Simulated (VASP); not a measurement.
# RbW (P-6m2) in VASP: a series of runs

The runs below take RbW through single point, with PBE, LDA.

All numbers are computed with VASP 6.6.1; they aren't measurements. Logs are shortened: lines on timing, memory, paths and dates and some standing lists are left out, and cuts for length are marked.

## (1) The cell of the first run

The structure is hexagonal, space group P-6m2 (No. 187). The conventional cell has a = 3.547 Å, b = 3.547 Å, c = 5.494 Å, α = 90.00°, β = 90.00°, γ = 120.00°. Within 4.5 Å of Rb (site symmetry -6m2) lie 6 W at 3.43 Å and 6 Rb at 3.55 Å. Within 4.5 Å of W (site symmetry -6m2) lie 6 Rb at 3.43 Å and 6 W at 3.55 Å.

## (2) Single point, PBE

INCAR

```
PREC = Accurate
ENCUT = 520
EDIFF = 1E-7
ISMEAR = 1
SIGMA = 0.05
LREAL = F
LASPH = T
NELM = 60
ALGO = Fast
ISIF = 2
LWAVE = F
LCHARG = F
GGA = PE
NBANDS = 18
```

KPOINTS

```
regular mesh
0
Gamma
  7 7 4
```

POSCAR

```
RbW
1.0
    3.5466225900      0.0000000000      0.0000000000
   -1.7733112900      3.0714652600      0.0000000000
    0.0000000000      0.0000000000      5.4941446400
Rb W
1 1
Direct
    0.0000000000      0.0000000000      0.5000000000
    0.6666666700      0.3333333300      0.0000000000
```

Potentials or basis: VASP PAW PBE potentials, release 64 (Rb_sv, W_sv).

On the command line:

```sh
cat potpaw_PBE.64/Rb_sv/POTCAR potpaw_PBE.64/W_sv/POTCAR > POTCAR
mpirun -np 1 vasp_std > vasp.out
```

OUTCAR:

```text
PREC = Accurate
   ENCUT = 520
   EDIFF = 1E-7
   ISMEAR = 1
   LREAL = F
   LASPH = T
   NELM = 60
   ISIF = 2
   GGA = PE

 ion  position               nearest neighbor table
   1  0.000  0.000  0.500-   2 3.43   2 3.43   2 3.43   2 3.43   2 3.43   2 3.43
   2  0.667  0.333  0.000-   1 3.43   1 3.43   1 3.43   1 3.43   1 3.43   1 3.43

  LATTYP: Found a hexagonal cell.
 ALAT       =     3.5466225900
 C/A-ratio  =     1.5491201842

  Lattice vectors:

 A1 = (   3.5466225900,   0.0000000000,   0.0000000000)
 A2 = (  -1.7733112900,   3.0714652600,   0.0000000000)
 A3 = (   0.0000000000,   0.0000000000,   5.4941446400)

Analysis of symmetry for initial positions (statically):
=====================================================================
 Subroutine PRICEL returns:
 Original cell was already a primitive cell.

 Routine SETGRP: Setting up the symmetry group for a
 hexagonal supercell.

 Subroutine GETGRP returns: Found 12 space group operations
 (whereof 12 operations were pure point group operations)
 out of a pool of 24 trial point group operations.

The static configuration has the point symmetry D_3h.

Analysis of symmetry for dynamics (positions and initial velocities):
=====================================================================
 Subroutine PRICEL returns:
 Original cell was already a primitive cell.

 Routine SETGRP: Setting up the symmetry group for a
 hexagonal supercell.

 Subroutine GETGRP returns: Found 12 space group operations
 (whereof 12 operations were pure point group operations)
 out of a pool of 24 trial point group operations.

The dynamic configuration has the point symmetry D_3h.

 Subroutine INISYM returns: Found 12 space group operations
 (whereof 12 operations are pure point group operations),
 and found     1 'primitive' translations

----------------------------------------------------------------------------------------

                                     Primitive cell

  volume of cell :      59.8495

  direct lattice vectors                    reciprocal lattice vectors
     3.546622590  0.000000000  0.000000000     0.281958391  0.162788753  0.000000000
    -1.773311290  3.071465260  0.000000000     0.000000000  0.325577506  0.000000000
     0.000000000  0.000000000  5.494144640     0.000000000  0.000000000  0.182011954

  length of vectors
     3.546622590  3.546622587  5.494144640     0.325577506  0.325577506  0.182011954

  position of ions in fractional coordinates (direct lattice)
     0.000000000  0.000000000  0.500000000
     0.666666670  0.333333330  0.000000000

  ion indices of the primitive-cell ions
   primitive index   ion index
                 1           1
                 2           2

----------------------------------------------------------------------------------------

 KPOINTS: regular mesh

Automatic generation of k-mesh.
 Grid dimensions read from file:
 generate k-points for:    7    7    4

 Generating k-lattice:

  Cartesian coordinates                     Fractional coordinates (reciprocal lattice)
     0.040279770  0.023255536  0.000000000     0.142857143  0.000000000  0.000000000
     0.000000000  0.046511072  0.000000000     0.000000000  0.142857143  0.000000000
     0.000000000  0.000000000  0.045502988     0.000000000  0.000000000  0.250000000

  Length of vectors
     0.046511072  0.046511072  0.045502988

  Shift w.r.t. Gamma in fractional coordinates (k-lattice)
     0.000000000  0.000000000  0.000000000

 Subroutine IBZKPT returns following result:
 ===========================================

 Found     24 irreducible k-points:

 Following reciprocal coordinates:
            Coordinates               Weight
  0.000000  0.000000  0.000000      1.000000
  0.142857  0.000000  0.000000      6.000000
  0.285714  0.000000  0.000000      6.000000
  0.428571  0.000000  0.000000      6.000000
  0.142857  0.142857  0.000000      6.000000
  0.285714  0.142857  0.000000     12.000000
[... 16 lines left out ...]
  0.428571  0.142857  0.500000      6.000000
  0.285714  0.285714  0.500000      6.000000
   k-points           NKPTS =     24   k-points in BZ     NKDIM =     24   number of bands    NBANDS=     18
   number of dos      NEDOS =    301   number of ions     NIONS =      2
   total plane-waves  NPLWV =  32928
   dimension x,y,z NGX =    28 NGY =   28 NGZ =   42
   dimension x,y,z NGXF=    56 NGYF=   56 NGZF=   84
   ions per type =               1   1
   NGX,Y,Z   is equivalent  to a cutoff of  13.12, 13.12, 12.71 a.u.
   NGXF,Y,Z  is equivalent  to a cutoff of  26.25, 26.25, 25.42 a.u.
 SYSTEM =  unknown system
   PREC   = accura    normal or accurate (medium, high low for compatibility)
   ISTART =      0    job   : 0-new  1-cont  2-samecut
   ICHARG =      2    charge: 1-file 2-atom 10-const
   ISPIN  =      1    spin polarized calculation?
   LNONCOLLINEAR =      F non collinear calculations
   LSORBIT =      F    spin-orbit coupling
   LASPH  =      T    aspherical Exc in radial PAW
   ENCUT  =  520.0 eV  38.22 Ry    6.18 a.u.   6.59  6.59 10.22*2*pi/ulx,y,z
   NELM   =     60;   NELMIN=  2; NELMDL= -5     # of ELM steps
   EDIFF  = 0.1E-06   stopping-criterion for ELM
   LREAL  =      F    real-space projection
   EDIFFG = 0.1E-05   stopping-criterion for IOM
   NSW    =      0    number of steps for IOM
   IBRION =     -1    ionic relax: 0-MD 1-quasi-New 2-CG
   NFREE  =      0    steps in history (QN), initial steepest desc. (CG)
   ISIF   =      2    stress and relaxation
   ISYM   =      2    0-nonsym 1-usesym 2-fastsym
   POTIM  = 0.5000    time-step for ionic-motion
   TEBEG  =    0.0;   TEEND  =   0.0 temperature during run
   PSTRESS=    0.0 pullay stress
   NELECT =      23.0000    total number of electrons
   NUPDOWN=      -1.0000    fix difference up-down
   EMIN   =  10.00;   EMAX   =-10.00  energy-range for DOS
   EFERMI =   0.00;   METHOD = LEGACY
   ISMEAR =     1;   SIGMA  =   0.05  broadening in eV -4-tet -1-fermi 0-gaus
   EFERMI_NEDOS =   21; number of points for ismear=-14 and -15
   IALGO  =     68    algorithm
   IMIX   =      4    mixing-type and parameters
     AMIX     =   0.40;   BMIX     =  1.00
     AMIX_MAG =   1.60;   BMIX_MAG =  1.00
  volume/ion in A,a.u.               =      29.92       201.94
  Fermi-wavevector in a.u.,A,eV,Ry     =   1.190229  2.249207 19.274629  1.416645
  Thomas-Fermi vector in A             =   2.326318
   LORBIT       =      0    0 simple, 1 ext, 2 COOP (PROOUT), +10 PAW based schemes
   GGA     = PE    functional components
   LHFCALC =     F    Hartree Fock is set to
   AEXX    =    0.0000 exact exchange contribution
   IVDW    =     0    specifies the selected vdW correction
   LEPSILON=     F    determine dielectric tensor
   LRPA    =     F    only Hartree local field effects (RPA)
 non-spin polarized calculation
 RMM-DIIS sequential band-by-band and
 Methfessel and Paxton  Order N= 1 SIGMA  =   0.05
  energy-cutoff  :      520.00
  volume of cell :       59.85
 maximum number of plane-waves:      1641
 NGX is ok and might be reduce to    28
   NGX = 13   NGY = 13   NGZ = 21

 number of electron      23.0000001 magnetization

 Free energy of the ion-electron system (eV)
  ---------------------------------------------------
  ext. energy  EPLUGINS =         0.00000000
  ---------------------------------------------------
  free energy    TOTEN  =        -8.13658927 eV

  energy without entropy =       -8.13677138  energy(sigma->0) =       -8.13664997

 E-fermi :   3.3648     XC(G=0):  -9.6219

 val. band max:        3.3612315720   @ k =   0.0000   0.0000   0.5000
 cond. band min:       3.3712414147   @ k =   0.2857   0.0000   0.5000
 fundamental gap:      0.0100098427
 Fermi energy:         3.3648450094

 k-point     1 :       0.0000    0.0000    0.0000
  band No.  band energies     occupation
      1     -70.7675      2.00000
      2     -34.8724      2.00000
      3     -34.8724      2.00000
      4     -34.7922      2.00000
      5     -23.9120      2.00000
      6      -8.1222      2.00000
[... 10 lines left out ...]
     17       9.6170      0.00000
     18       9.6170      0.00000

 k-point     2 :       0.1429    0.0000    0.0000
  band No.  band energies     occupation
      1     -70.7669      2.00000
      2     -34.8873      2.00000
      3     -34.8762      2.00000
      4     -34.7904      2.00000
      5     -23.8731      2.00000
      6      -8.0680      2.00000
[... 10 lines left out ...]
     17       8.9472      0.00000
     18      10.1598      0.00000

 k-point     3 :       0.2857    0.0000    0.0000
  band No.  band energies     occupation
      1     -70.7658      2.00000
      2     -34.9207      2.00000
      3     -34.8847      2.00000
      4     -34.7863      2.00000
      5     -23.7838      2.00000
      6      -8.3629      2.00000
[... 10 lines left out ...]
     17       9.0089      0.00000
     18      11.5838      0.00000

 k-point     4 :       0.4286    0.0000    0.0000
  band No.  band energies     occupation
      1     -70.7648      2.00000
      2     -34.9473      2.00000
      3     -34.8916      2.00000
      4     -34.7830      2.00000
      5     -23.7102      2.00000
      6      -8.8453      2.00000
[... 10 lines left out ...]
     17       7.9135      0.00000
     18      12.1718      0.00000

 k-point     5 :       0.1429    0.1429    0.0000
  band No.  band energies     occupation
      1     -70.7661      2.00000
      2     -34.9094      2.00000
      3     -34.8845      2.00000
      4     -34.7874      2.00000
      5     -23.8088      2.00000
      6      -8.1387      2.00000
[... 10 lines left out ...]
     17       8.4984      0.00000
     18      11.0485      0.00000

 k-point     6 :       0.2857    0.1429    0.0000
  band No.  band energies     occupation
      1     -70.7650      2.00000
      2     -34.9352      2.00000
      3     -34.8963      2.00000
      4     -34.7837      2.00000
      5     -23.7269      2.00000
      6      -8.6214      2.00000
[... 10 lines left out ...]
     17       8.8234      0.00000
     18      10.4830      0.00000

 k-point     7 :       0.4286    0.1429    0.0000
  band No.  band energies     occupation
      1     -70.7646      2.00000
      2     -34.9464      2.00000
      3     -34.9018      2.00000
      4     -34.7821      2.00000
      5     -23.6897      2.00000
      6      -8.8206      2.00000
[... 10 lines left out ...]
     17       8.0070      0.00000
     18      10.8387      0.00000

 k-point     8 :       0.2857    0.2857    0.0000
  band No.  band energies     occupation
      1     -70.7644      2.00000
      2     -34.9361      2.00000
      3     -34.9163      2.00000
      4     -34.7817      2.00000
      5     -23.6807      2.00000
      6      -8.6208      2.00000
[... 10 lines left out ...]
     17       8.5854      0.00000
     18      10.2008      0.00000
[... 229 lines left out ...]
     17       9.3600      0.00000
     18      10.0564      0.00000

 k-point    20 :       0.4286    0.0000    0.5000
  band No.  band energies     occupation
      1     -70.7648      2.00000
      2     -34.9472      2.00000
      3     -34.8915      2.00000
      4     -34.7832      2.00000
      5     -23.7102      2.00000
      6      -8.8140      2.00000
[... 10 lines left out ...]
     17       8.1057      0.00000
     18       9.8042      0.00000

 k-point    21 :       0.1429    0.1429    0.5000
  band No.  band energies     occupation
      1     -70.7661      2.00000
      2     -34.9093      2.00000
      3     -34.8845      2.00000
      4     -34.7878      2.00000
      5     -23.8063      2.00000
      6      -8.1160      2.00000
[... 10 lines left out ...]
     17       9.2121      0.00000
     18      10.1451      0.00000

 k-point    22 :       0.2857    0.1429    0.5000
  band No.  band energies     occupation
      1     -70.7650      2.00000
      2     -34.9351      2.00000
      3     -34.8963      2.00000
      4     -34.7840      2.00000
      5     -23.7264      2.00000
      6      -8.5936      2.00000
[... 10 lines left out ...]
     17       8.0575      0.00000
     18       9.6117      0.00000

 k-point    23 :       0.4286    0.1429    0.5000
  band No.  band energies     occupation
      1     -70.7645      2.00000
      2     -34.9464      2.00000
      3     -34.9017      2.00000
      4     -34.7823      2.00000
      5     -23.6902      2.00000
      6      -8.7922      2.00000
[... 10 lines left out ...]
     17       8.4657      0.00000
     18       9.1422      0.00000

 k-point    24 :       0.2857    0.2857    0.5000
  band No.  band energies     occupation
      1     -70.7644      2.00000
      2     -34.9361      2.00000
      3     -34.9162      2.00000
      4     -34.7819      2.00000
      5     -23.6813      2.00000
      6      -8.5977      2.00000
[... 10 lines left out ...]
     17       8.5490      0.00000
     18       8.9929      0.00000

------------------------ aborting loop because EDIFF is reached ----------------------------------------

  FORCE on cell =-STRESS in cart. coord.  units (eV):
  Direction    XX          YY          ZZ          XY          YZ          ZX
  --------------------------------------------------------------------------------------
  -------------------------------------------------------------------------------------
  Total       -5.4039851     -5.4039851      3.5514963     -0.0000000      0.0000000      0.0000000
  in kB     -144.6651933   -144.6651932     95.0738940     -0.0000002      0.0000000      0.0000000
  external PRESSURE =     -64.7521642 kB  Pullay stress =       0.0000000 kB

 VOLUME and BASIS-vectors are now :
 -----------------------------------------------------------------------------
  energy-cutoff  :      520.00
  volume of cell :       59.85
      direct lattice vectors                 reciprocal lattice vectors
     3.546622590  0.000000000  0.000000000     0.281958391  0.162788753  0.000000000
    -1.773311290  3.071465260  0.000000000     0.000000000  0.325577506  0.000000000
     0.000000000  0.000000000  5.494144640     0.000000000  0.000000000  0.182011954

 POSITION                                       TOTAL-FORCE (eV/Angst)
 -----------------------------------------------------------------------------------
      0.00000      0.00000      2.74707         0.000000      0.000000      0.000000
      1.77331      1.02382      0.00000        -0.000000      0.000000      0.000000
 -----------------------------------------------------------------------------------
    total drift:                               -0.000022      0.000013     -0.000000

  FREE ENERGIE OF THE ION-ELECTRON SYSTEM (eV)
  ---------------------------------------------------
  free  energy   TOTEN  =        -8.1365892686 eV

  energy  without entropy=       -8.1367713847  energy(sigma->0) =       -8.13664997
```

It took 48 s on 1 thread of Intel Xeon Platinum 8488C (Sapphire Rapids), shared host; peak memory 0.19 GiB.

Results:

| Item | Value |
| --- | --- |
| Free energy | -8.1366 eV |
| Pressure | -6.5 GPa |
| Band gap on the k mesh | zero (an odd number of electrons rules out a gap without spin polarisation) |

Levels at points of the mesh, in eV from the Fermi level:
```csv
k point,band 7,band 8,band 9,band 10,band 11,band 12,band 13,band 14,band 15,band 16
"(0.00, 0.00, 0.00)",-10.70,-10.70,-4.73,-1.09,0.06,0.06,1.04,1.04,2.98,3.41
"(0.00, 0.00, 0.50)",-10.70,-10.70,-3.75,-0.48,0.00,0.00,0.05,1.02,1.02,4.08
```

Caveat: the stress differs along the axes, from -14 to 10 GPa; spin-orbit coupling is left out, which moves the levels of the heavy elements.

(Part 1 of 2 ends here.)

The gap in the log of VASP goes by the Fermi energy; the results here count the filled bands.